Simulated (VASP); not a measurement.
# K (I4/mmm) in VASP: notebook

The runs below take K through single point, with PBE+D3(BJ).

Program: VASP 6.6.1. These are calculated values, not measurements. Logs are shortened: lines on timing, memory, paths and dates and some standing lists are left out, and cuts for length are marked.

### 1 The cell of the first run

It takes space group I4/mmm (No. 139, tetragonal). The conventional cell has a = 4.797 Å, b = 4.797 Å, c = 6.716 Å, α = 90.00°, β = 90.00°, γ = 90.00°.

### 2 Single point, PBE+D3(BJ) (strain -0.0100 x Voigt [0, 1, 0, 0, 0, 0])

INCAR reads:

```
SYSTEM = K
PREC = Accurate ; ENCUT = 520
EDIFF = 1E-6 ; ISMEAR = 0
SIGMA = 0.15 ; LREAL = .FALSE.
LASPH = .TRUE. ; NELM = 80
ALGO = Normal ; ISIF = 2
LWAVE = .FALSE. ; LCHARG = .FALSE.
GGA = PE ; IVDW = 12
NBANDS = 10
```

KPOINTS reads:

```
Automatic mesh
0
G
  12 12 12
  0 0 0
```

POSCAR reads:

```
K
1.0
    0.0000000000      3.3579540898      3.3918728180
    3.3918728180      0.0000000000      3.3918728180
    3.3918728180      3.3579540898      0.0000000000
K
1
Direct
    0.0000000000      0.0000000000      0.0000000000
```

Potentials or basis: VASP PAW PBE potentials, release 64 (K_sv).

Command:

```bash
$ cat potpaw_PBE.64/K_sv/POTCAR > POTCAR
$ mpirun -np 1 vasp_std > vasp.out
```

OUTCAR:

```text
SYSTEM = K
   PREC = Accurate
   ENCUT = 520
   EDIFF = 1E-6
   ISMEAR = 0
   LREAL = .FALSE.
   LASPH = .TRUE.
   NELM = 80
   ISIF = 2
   GGA = PE
   IVDW = 12
 IVDW          = 12

 ion  position               nearest neighbor table
   1  0.000  0.000  0.000-

  LATTYP: Found a body centered tetragonal cell.
 ALAT       =     4.7968325411
 C/A-ratio  =     1.4000714267

  Lattice vectors:

 A1 = (   0.0000000000,  -3.3579540898,   3.3918728180)
 A2 = (   0.0000000000,  -3.3579540898,  -3.3918728180)
 A3 = (   3.3918728180,   3.3579540898,   0.0000000000)

Analysis of symmetry for initial positions (statically):
=====================================================================
 Subroutine PRICEL returns:
 Original cell was already a primitive cell.

 Routine SETGRP: Setting up the symmetry group for a
 body centered tetragonal supercell.

 Subroutine GETGRP returns: Found 16 space group operations
 (whereof 16 operations were pure point group operations)
 out of a pool of 16 trial point group operations.

The static configuration has the point symmetry D_4h.

Analysis of symmetry for dynamics (positions and initial velocities):
=====================================================================
 Subroutine PRICEL returns:
 Original cell was already a primitive cell.

 Routine SETGRP: Setting up the symmetry group for a
 body centered tetragonal supercell.

 Subroutine GETGRP returns: Found 16 space group operations
 (whereof 16 operations were pure point group operations)
 out of a pool of 16 trial point group operations.

The dynamic configuration has the point symmetry D_4h.

 Subroutine INISYM returns: Found 16 space group operations
 (whereof 16 operations are pure point group operations),
 and found     1 'primitive' translations

----------------------------------------------------------------------------------------

                                     Primitive cell

  volume of cell :      77.2652

  direct lattice vectors                    reciprocal lattice vectors
     0.000000000  3.357954090  3.391872818    -0.147411188  0.148900189  0.147411188
     3.391872818  0.000000000  3.391872818     0.147411188 -0.148900189  0.147411188
     3.391872818  3.357954090  0.000000000     0.147411188  0.148900189 -0.147411188

  length of vectors
     4.772908640  4.796832541  4.772908640     0.256186227  0.256186227  0.256186227

  position of ions in fractional coordinates (direct lattice)
     0.000000000  0.000000000  0.000000000

  ion indices of the primitive-cell ions
   primitive index   ion index
                 1           1

----------------------------------------------------------------------------------------

 KPOINTS: Automatic mesh

Automatic generation of k-mesh.
 Grid dimensions read from file:
 generate k-points for:   12   12   12

 Generating k-lattice:

  Cartesian coordinates                     Fractional coordinates (reciprocal lattice)
    -0.012284266  0.012408349  0.012284266     0.083333333  0.000000000  0.000000000
     0.012284266 -0.012408349  0.012284266     0.000000000  0.083333333  0.000000000
     0.012284266  0.012408349 -0.012284266     0.000000000  0.000000000  0.083333333

  Length of vectors
     0.021348852  0.021348852  0.021348852

  Shift w.r.t. Gamma in fractional coordinates (k-lattice)
     0.000000000  0.000000000  0.000000000

 Subroutine IBZKPT returns following result:
 ===========================================

 Found    163 irreducible k-points:

 Following reciprocal coordinates:
            Coordinates               Weight
  0.000000  0.000000  0.000000      1.000000
  0.083333  0.000000 -0.000000      8.000000
  0.166667  0.000000  0.000000      8.000000
  0.250000  0.000000  0.000000      8.000000
  0.333333  0.000000 -0.000000      8.000000
  0.416667  0.000000 -0.000000      8.000000
[... 16 lines left out ...]
  0.500000  0.166667 -0.000000     16.000000
 -0.416667  0.166667  0.000000     16.000000
 [... further k-points ...]
   k-points           NKPTS =    163   k-points in BZ     NKDIM =    163   number of bands    NBANDS=     10
   number of dos      NEDOS =    301   number of ions     NIONS =      1
   total plane-waves  NPLWV =  46656
   dimension x,y,z NGX =    36 NGY =   36 NGZ =   36
   dimension x,y,z NGXF=    72 NGYF=   72 NGZF=   72
   ions per type =               1
   NGX,Y,Z   is equivalent  to a cutoff of  12.54, 12.48, 12.54 a.u.
   NGXF,Y,Z  is equivalent  to a cutoff of  25.08, 24.95, 25.08 a.u.
 SYSTEM =  K
   PREC   = accura    normal or accurate (medium, high low for compatibility)
   ISTART =      0    job   : 0-new  1-cont  2-samecut
   ICHARG =      2    charge: 1-file 2-atom 10-const
   ISPIN  =      1    spin polarized calculation?
   LNONCOLLINEAR =      F non collinear calculations
   LSORBIT =      F    spin-orbit coupling
   LASPH  =      T    aspherical Exc in radial PAW
   ENCUT  =  520.0 eV  38.22 Ry    6.18 a.u.   8.87  8.92  8.87*2*pi/ulx,y,z
   NELM   =     80;   NELMIN=  2; NELMDL= -5     # of ELM steps
   EDIFF  = 0.1E-05   stopping-criterion for ELM
   LREAL  =      F    real-space projection
   EDIFFG = 0.1E-04   stopping-criterion for IOM
   NSW    =      0    number of steps for IOM
   IBRION =     -1    ionic relax: 0-MD 1-quasi-New 2-CG
   NFREE  =      0    steps in history (QN), initial steepest desc. (CG)
   ISIF   =      2    stress and relaxation
   ISYM   =      2    0-nonsym 1-usesym 2-fastsym
   POTIM  = 0.5000    time-step for ionic-motion
   TEBEG  =    0.0;   TEEND  =   0.0 temperature during run
   PSTRESS=    0.0 pullay stress
   NELECT =       9.0000    total number of electrons
   NUPDOWN=      -1.0000    fix difference up-down
   EMIN   =  10.00;   EMAX   =-10.00  energy-range for DOS
   EFERMI =   0.00;   METHOD = LEGACY
   ISMEAR =     0;   SIGMA  =   0.15  broadening in eV -4-tet -1-fermi 0-gaus
   EFERMI_NEDOS =   21; number of points for ismear=-14 and -15
   IALGO  =     38    algorithm
   IMIX   =      4    mixing-type and parameters
     AMIX     =   0.40;   BMIX     =  1.00
     AMIX_MAG =   1.60;   BMIX_MAG =  1.00
  volume/ion in A,a.u.               =      77.27       521.41
  Fermi-wavevector in a.u.,A,eV,Ry     =   0.799517  1.510868  8.697218  0.639227
  Thomas-Fermi vector in A             =   1.906636
   LORBIT       =      0    0 simple, 1 ext, 2 COOP (PROOUT), +10 PAW based schemes
   GGA     = PE    functional components
   LHFCALC =     F    Hartree Fock is set to
   AEXX    =    0.0000 exact exchange contribution
   IVDW    =    12    specifies the selected vdW correction
   LEPSILON=     F    determine dielectric tensor
   LRPA    =     F    only Hartree local field effects (RPA)
 non-spin polarized calculation
 Gauss-broadening in eV      SIGMA  =   0.15
  energy-cutoff  :      520.00
  volume of cell :       77.27
 maximum number of plane-waves:      2104
   NGX = 17   NGY = 17   NGZ = 17

 number of electron       9.0000001 magnetization

 Free energy of the ion-electron system (eV)
  ---------------------------------------------------
  ext. energy  EPLUGINS =         0.00000000
  ---------------------------------------------------
  free energy    TOTEN  =        -1.05109213 eV

  energy without entropy =       -1.04265998  energy(sigma->0) =       -1.04687605

 E-fermi :  -0.2296     XC(G=0):  -5.5335

 val. band max:       -0.2805655964   @ k =   0.2500  -0.2500   0.1667
 cond. band min:      -0.2278208056   @ k =  -0.4167   0.0000   0.0833
 fundamental gap:      0.0527447908
 Fermi energy:        -0.2296012490

 k-point     1 :       0.0000    0.0000    0.0000
  band No.  band energies     occupation
      1     -32.3835      2.00000
      2     -15.8370      2.00000
      3     -15.8370      2.00000
      4     -15.8370      2.00000
      5      -2.3132      2.00000
      6       3.9263      0.00000
      7       3.9263      0.00000
      8       3.9591      0.00000
      9       5.1200      0.00000
     10       5.1822      0.00000

 k-point     2 :       0.0833    0.0000   -0.0000
  band No.  band energies     occupation
      1     -32.3833      2.00000
      2     -15.8408      2.00000
      3     -15.8376      2.00000
      4     -15.8375      2.00000
      5      -2.2347      2.00000
      6       3.7064      0.00000
      7       3.9556      0.00000
      8       3.9798      0.00000
      9       5.0477      0.00000
     10       5.1058      0.00000

 k-point     3 :       0.1667    0.0000    0.0000
  band No.  band energies     occupation
      1     -32.3828      2.00000
      2     -15.8510      2.00000
      3     -15.8391      2.00000
      4     -15.8389      2.00000
      5      -2.0024      2.00000
      6       3.1625      0.00000
      7       4.0030      0.00000
      8       4.0346      0.00000
      9       4.9405      0.00000
     10       4.9857      0.00000

 k-point     4 :       0.2500    0.0000    0.0000
  band No.  band energies     occupation
      1     -32.3821      2.00000
      2     -15.8649      2.00000
      3     -15.8411      2.00000
      4     -15.8407      2.00000
      5      -1.6254      2.00000
      6       2.4780      0.00000
      7       3.9659      0.00000
      8       4.0108      0.00000
      9       5.0077      0.00000
     10       5.0330      0.00000
[... 222 lines left out ...]
 k-point    22 :       0.4167    0.1667   -0.0000
  band No.  band energies     occupation
      1     -32.3808      2.00000
      2     -15.8807      2.00000
      3     -15.8501      2.00000
      4     -15.8477      2.00000
      5      -0.6819      1.99998
      6       1.6268      0.00000
      7       3.1253      0.00000
      8       3.9346      0.00000
      9       4.7494      0.00000
     10       5.8294      0.00000

 k-point    23 :       0.5000    0.1667   -0.0000
  band No.  band energies     occupation
      1     -32.3804      2.00000
      2     -15.8868      2.00000
      3     -15.8531      2.00000
      4     -15.8478      2.00000
      5      -0.0496      0.08961
      6       0.9041      0.00000
      7       2.9912      0.00000
      8       3.8838      0.00000
      9       4.8901      0.00000
     10       5.8654      0.00000

 k-point    24 :      -0.4167    0.1667    0.0000
  band No.  band energies     occupation
      1     -32.3803      2.00000
      2     -15.8874      2.00000
      3     -15.8549      2.00000
      4     -15.8466      2.00000
      5       0.1878      0.00008
      6       0.6574      0.00000
      7       2.9093      0.00000
      8       3.8890      0.00000
      9       5.0667      0.00000
     10       5.6326      0.00000

 [... further k-points ...]

------------------------ aborting loop because EDIFF is reached ----------------------------------------

 Edisp (eV)   -0.10759

 E8    (eV) :    -0.0581

  FORCE on cell =-STRESS in cart. coord.  units (eV):
  Direction    XX          YY          ZZ          XY          YZ          ZX
  --------------------------------------------------------------------------------------
  -------------------------------------------------------------------------------------
  Total      -0.18513    -0.18145    -0.18513     0.00000     0.00000     0.00000
  in kB      -3.83897    -3.76264    -3.83897     0.00000     0.00000     0.00000
  external pressure =       -3.81 kB  Pullay stress =        0.00 kB

 VOLUME and BASIS-vectors are now :
 -----------------------------------------------------------------------------
  energy-cutoff  :      520.00
  volume of cell :       77.27
      direct lattice vectors                 reciprocal lattice vectors
     0.000000000  3.357954090  3.391872818    -0.147411188  0.148900189  0.147411188
     3.391872818  0.000000000  3.391872818     0.147411188 -0.148900189  0.147411188
     3.391872818  3.357954090  0.000000000     0.147411188  0.148900189 -0.147411188

 POSITION                                       TOTAL-FORCE (eV/Angst)
 -----------------------------------------------------------------------------------
      0.00000      0.00000      0.00000        -0.000000      0.000000      0.000000
 -----------------------------------------------------------------------------------
    total drift:                               -0.000000     -0.000000      0.000000

  FREE ENERGIE OF THE ION-ELECTRON SYSTEM (eV)
  ---------------------------------------------------
  free  energy   TOTEN  =        -1.1586860950 eV

  energy  without entropy=       -1.1502539498  energy(sigma->0) =       -1.15447002
```

Wall time 74 s (1 thread of Intel Xeon Platinum 8259CL at 2.50GHz (Skylake/Cascade Lake), shared host); peak memory 0.28 GiB.

Results:

- Free energy: -1.1587 eV
- Pressure: -0.4 GPa
- Band gap on the k mesh: zero (an odd number of electrons rules out a gap without spin polarisation)
- Dispersion energy per atom: -0.108 eV

Caveat: the cell differs from its parent crystal (strain -0.0100 x Voigt [0, 1, 0, 0, 0, 0]).

(Part 1 of 2 ends here.)

The gap in the log of VASP goes by the Fermi energy; the results here count the filled bands.